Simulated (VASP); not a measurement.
# Al3BP2 (P4/mmm) in VASP: relaxation of cell and atoms with PBE

Aim: the relaxation of cell and atoms of Al3BP2 with PBE.

All numbers are computed with VASP 6.6.1; they aren't measurements. Logs are shortened: lines on timing, memory, paths and dates and some standing lists are left out, and cuts for length are marked.

**1. The cell of the first run**

Symmetry: P4/mmm, No. 123, tetragonal system. Conventional cell: a = 4.573 Å, b = 4.573 Å, c = 7.757 Å, α = 90.00°, β = 90.00°, γ = 90.00°. Al (site symmetry 4mm) has 2 Al at 2.51 to 2.74 Å and 4 P at 3.39 Å within 3.4 Å. Al (site symmetry 4/mmm) has 4 P at 2.29 Å and 2 Al at 2.51 Å within 3.0 Å. Within 3.0 Å of B (site symmetry 4/mmm) lie 4 P at 2.29 Å. P (site symmetry mmm) has 2 Al at 2.29 Å and 2 B at 2.29 Å within 3.0 Å.

The cell was built from a structure type or drawn by symmetry, and may not be a known phase.

**2. Relaxation of cell and atoms, PBE**

File INCAR:

```
PREC = Accurate
ENCUT = 600
EDIFF = 1E-7
ISMEAR = 0
SIGMA = 0.1
LREAL = F
LASPH = T
NELM = 60
ALGO = Normal
ISIF = 3
LWAVE = F
LCHARG = F
GGA = PE
IBRION = 2
NSW = 100
EDIFFG = -0.01
```

File KPOINTS:

```
regular mesh
0
Gamma
  8 8 6
```

File POSCAR:

```
Al3BP2
1.0
    4.5727352957      0.0000000000      0.0000000000
    0.0000000000      4.5727352957      0.0000000000
    0.0000000000      0.0000000000      7.7573623749
Al B P
3 1 2
Direct
    0.0000000000      0.0000000000      0.1765129436
    0.0000000000      0.0000000000      0.8234870564
    0.0000000000      0.0000000000      0.5000000000
    0.5000000000      0.5000000000      0.5000000000
    0.0000000000      0.5000000000      0.5000000000
    0.5000000000      0.0000000000      0.5000000000
```

Potentials or basis: VASP PAW PBE potentials, release 64 (Al, B, P).

Started as:

```bash
> cat potpaw_PBE.64/Al/POTCAR potpaw_PBE.64/B/POTCAR potpaw_PBE.64/P/POTCAR > POTCAR
> mpirun -np 1 vasp_std > vasp.out
```

OUTCAR:

```text
PREC = Accurate
   ENCUT = 600
   EDIFF = 1E-7
   ISMEAR = 0
   LREAL = F
   LASPH = T
   NELM = 60
   ISIF = 3
   GGA = PE
   IBRION = 2
   NSW = 100
   EDIFFG = -0.01

 ion  position               nearest neighbor table
   1  0.000  0.000  0.177-   3 2.51   2 2.74
   2  0.000  0.000  0.823-   3 2.51   1 2.74
   3  0.000  0.000  0.500-   5 2.29   6 2.29   5 2.29   6 2.29   1 2.51   2 2.51
   4  0.500  0.500  0.500-   5 2.29   6 2.29   6 2.29   5 2.29
   5  0.000  0.500  0.500-   3 2.29   4 2.29   3 2.29   4 2.29
   6  0.500  0.000  0.500-   3 2.29   4 2.29   4 2.29   3 2.29

  LATTYP: Found a simple tetragonal cell.
 ALAT       =     4.5727352957
 C/A-ratio  =     1.6964380996

  Lattice vectors:

 A1 = (   4.5727352957,   0.0000000000,   0.0000000000)
 A2 = (   0.0000000000,   4.5727352957,   0.0000000000)
 A3 = (   0.0000000000,   0.0000000000,   7.7573623749)

Analysis of symmetry for initial positions (statically):
=====================================================================
 Subroutine PRICEL returns:
 Original cell was already a primitive cell.

 Routine SETGRP: Setting up the symmetry group for a
 simple tetragonal supercell.

 Subroutine GETGRP returns: Found 16 space group operations
 (whereof 16 operations were pure point group operations)
 out of a pool of 16 trial point group operations.

The static configuration has the point symmetry D_4h.

Analysis of symmetry for dynamics (positions and initial velocities):
=====================================================================
 Subroutine PRICEL returns:
 Original cell was already a primitive cell.

 Routine SETGRP: Setting up the symmetry group for a
 simple tetragonal supercell.

 Subroutine GETGRP returns: Found 16 space group operations
 (whereof 16 operations were pure point group operations)
 out of a pool of 16 trial point group operations.

The dynamic configuration has the point symmetry D_4h.

 Subroutine INISYM returns: Found 16 space group operations
 (whereof 16 operations are pure point group operations),
 and found     1 'primitive' translations

----------------------------------------------------------------------------------------

                                     Primitive cell

  volume of cell :     162.2057

  direct lattice vectors                    reciprocal lattice vectors
     4.572735296  0.000000000  0.000000000     0.218687489  0.000000000  0.000000000
[... 111 lines left out ...]
   IALGO  =     38    algorithm
   IMIX   =      4    mixing-type and parameters
     AMIX     =   0.40;   BMIX     =  1.00
     AMIX_MAG =   1.60;   BMIX_MAG =  1.00
  volume/ion in A,a.u.               =      27.03       182.44
  Fermi-wavevector in a.u.,A,eV,Ry     =   0.841125  1.589495  9.625993  0.707491
  Thomas-Fermi vector in A             =   1.955618
   LORBIT       =      0    0 simple, 1 ext, 2 COOP (PROOUT), +10 PAW based schemes
   GGA     = PE    functional components
   LHFCALC =     F    Hartree Fock is set to
   AEXX    =    0.0000 exact exchange contribution
   IVDW    =     0    specifies the selected vdW correction
   LEPSILON=     F    determine dielectric tensor
   LRPA    =     F    only Hartree local field effects (RPA)
 conjugate gradient relaxation of ions
 non-spin polarized calculation
 Gauss-broadening in eV      SIGMA  =   0.10
  energy-cutoff  :      600.00
  volume of cell :      162.21
 maximum number of plane-waves:      5440
 NGX is ok and might be reduce to    40
   NGX = 19   NGY = 19   NGZ = 31

--------------------------------------- Ionic step        1  -------------------------------------------

 number of electron      22.0000002 magnetization

 Free energy of the ion-electron system (eV)
  ---------------------------------------------------
  ext. energy  EPLUGINS =         0.00000000
  ---------------------------------------------------
  free energy    TOTEN  =       -22.63083731 eV

  energy without entropy =      -22.61372118  energy(sigma->0) =      -22.62227924

------------------------ aborting loop because EDIFF is reached ----------------------------------------

  FORCE on cell =-STRESS in cart. coord.  units (eV):
  Direction    XX          YY          ZZ          XY          YZ          ZX
  --------------------------------------------------------------------------------------
  -------------------------------------------------------------------------------------
  Total       -0.1518263     -0.1518263      0.6204423      0.0000000      0.0000000      0.0000000
  in kB       -1.4996550     -1.4996550      6.1283818      0.0000000      0.0000000      0.0000000
  external PRESSURE =       1.0430239 kB  Pullay stress =       0.0000000 kB
[... 107 lines left out ...]
--------------------------------------- Ionic step        4  -------------------------------------------

 number of electron      22.0000002 magnetization

 Free energy of the ion-electron system (eV)
  ---------------------------------------------------
  ext. energy  EPLUGINS =         0.00000000
  ---------------------------------------------------
  free energy    TOTEN  =       -22.63668691 eV

  energy without entropy =      -22.61858745  energy(sigma->0) =      -22.62763718

 E-fermi :   2.6402     XC(G=0):  -7.6932

 val. band max:        2.6291735509   @ k =   0.3750   0.3750   0.1667
 cond. band min:       2.6445769922   @ k =   0.5000   0.5000   0.1667
 fundamental gap:      0.0154034413
 Fermi energy:         2.6402405146

 k-point     1 :       0.0000    0.0000    0.0000
  band No.  band energies     occupation
      1     -10.1922      2.00000
      2      -6.0400      2.00000
      3      -3.1013      2.00000
      4      -3.0218      2.00000
      5      -3.0218      2.00000
      6      -3.0124      2.00000
      7      -1.3929      2.00000
      8       1.1902      2.00000
      9       1.1902      2.00000
     10       1.9901      2.00000
     11       2.4185      1.99829
     12       2.5913      1.51138
     13       4.4851      0.00000
     14       4.4851      0.00000
[... 401 lines left out ...]
      2      -8.6079      2.00000
      3      -3.3563      2.00000
      4      -3.3536      2.00000
      5      -2.5245      2.00000
      6      -1.4239      2.00000
      7      -0.4602      2.00000
      8      -0.3158      2.00000
      9      -0.1571      2.00000
     10       2.1245      2.00000
     11       2.1736      2.00000
     12       3.1100      0.00000
     13       4.2025      0.00000
     14       4.3457      0.00000
     15       4.5898      0.00000

 [... further k-points ...]
[... 5 lines left out ...]
  --------------------------------------------------------------------------------------
  -------------------------------------------------------------------------------------
  Total       -0.0161799     -0.0161799     -0.0332423      0.0000000     -0.0000000     -0.0000000
  in kB       -0.1590587     -0.1590587     -0.3267925      0.0000000     -0.0000000     -0.0000000
  external PRESSURE =      -0.2149700 kB  Pullay stress =       0.0000000 kB
[... 21 lines left out ...]
  FREE ENERGIE OF THE ION-ELECTRON SYSTEM (eV)
  ---------------------------------------------------
  free  energy   TOTEN  =       -22.6366869094 eV

  energy  without entropy=      -22.6185874480  energy(sigma->0) =      -22.62763718

 reached required accuracy - stopping structural energy minimisation
```

OSZICAR:

```text
N       E                     dE             d eps       ncg     rms          rms(c)
DAV:   1     0.761900908374E+02    0.76190E+02   -0.85848E+03  1800   0.128E+03
DAV:   2    -0.170369570629E+02   -0.93227E+02   -0.90290E+02  2491   0.165E+02
DAV:   3    -0.248279554148E+02   -0.77910E+01   -0.77168E+01  2465   0.506E+01
[... 37 lines left out ...]
DAV:   3    -0.226366902657E+02    0.73087E-05   -0.28017E-05  2365   0.260E-02    0.103E-02
DAV:   4    -0.226366872469E+02    0.30189E-05   -0.10104E-05  2367   0.168E-02    0.281E-03
DAV:   5    -0.226366871063E+02    0.14054E-06   -0.64108E-07  2178   0.457E-03    0.186E-03
DAV:   6    -0.226366869921E+02    0.11421E-06   -0.52456E-08  1075   0.139E-03    0.812E-04
DAV:   7    -0.226366869094E+02    0.82744E-07   -0.14021E-08  1012   0.767E-04
   4 F= -.22636687E+02 E0= -.22627637E+02  d E =-.515473E-04
```

CONTCAR:

```text
Al3BP2
   1.00000000000000
     4.5656022616067720    0.0000000000000000    0.0000000000000000
     0.0000000000000000    4.5656022616067720    0.0000000000000000
     0.0000000000000000    0.0000000000000000    7.8186717592741735
  Al              B               P
     3     1     2
Direct
     1.0000000000000000    0.0000000000000000    0.1743645234952250
     0.0000000000000000    1.0000000000000000    0.8256354765047749
     1.0000000000000000    0.0000000000000000    0.5000000000000000
     0.5000000000000000    0.5000000000000000    0.5000000000000000
     1.0000000000000000    0.5000000000000000    0.5000000000000000
     0.5000000000000000    0.0000000000000000    0.5000000000000000

  0.00000000E+00  0.00000000E+00  0.00000000E+00
  0.00000000E+00  0.00000000E+00  0.00000000E+00
  0.00000000E+00  0.00000000E+00  0.00000000E+00
  0.00000000E+00  0.00000000E+00  0.00000000E+00
  0.00000000E+00  0.00000000E+00  0.00000000E+00
  0.00000000E+00  0.00000000E+00  0.00000000E+00
```

It took 5.2 min on 1 thread of Intel Xeon 6975P-C (Granite Rapids), shared host; peak memory 0.43 GiB.

What came out:

- Free energy: -22.6367 eV
- Relaxed volume: 27.16 Å³/atom
- Relaxed cell: a = 4.566 Å, b = 4.566 Å, c = 7.819 Å, α = 90.00°, β = 90.00°, γ = 90.00°
- Space group after relaxing (to 0.1 Å): P4/mmm (No. 123)
- Energy gained by relaxing: 1.0 meV/atom
- Ionic steps: 4
- Pressure after relaxing: 0.0 GPa
- Largest force after relaxing: 0.007 eV/Å
- Band gap on the k mesh: zero (bands 11 and 12 overlap by 1.04 eV)

Forces in eV/Å, atoms in the order of the input:
```
Al   0.000  0.000 -0.007
Al   0.000  0.000  0.007
Al   0.000  0.000  0.000
B    0.000  0.000  0.000
P    0.000  0.000  0.000
P    0.000  0.000  0.000
```

The path:
```
step  energy change (eV)  largest force (eV/Å)  pressure (GPa)  volume (Å³)
   1              0.0000                0.1968            0.10       162.21
   2             -0.0049                0.0849            0.05       162.62
   3             -0.0058                0.0172            0.02       162.88
   4             -0.0058                0.0065           -0.02       162.98
```

Final structure:
```cif
data_structure
_symmetry_space_group_name_H-M 'P 1'
_symmetry_Int_Tables_number 1
_cell_length_a 4.5656
_cell_length_b 4.5656
_cell_length_c 7.8187
_cell_angle_alpha 90.000
_cell_angle_beta 90.000
_cell_angle_gamma 90.000
_cell_volume 162.98
loop_
_atom_site_label
_atom_site_type_symbol
_atom_site_fract_x
_atom_site_fract_y
_atom_site_fract_z
_atom_site_occupancy
Al1 Al 0.00000 0.00000 0.17436 1
Al2 Al 0.00000 0.00000 0.82564 1
Al3 Al 0.00000 0.00000 0.50000 1
B1 B 0.50000 0.50000 0.50000 1
P1 P 0.00000 0.50000 0.50000 1
P2 P 0.50000 0.00000 0.50000 1
```
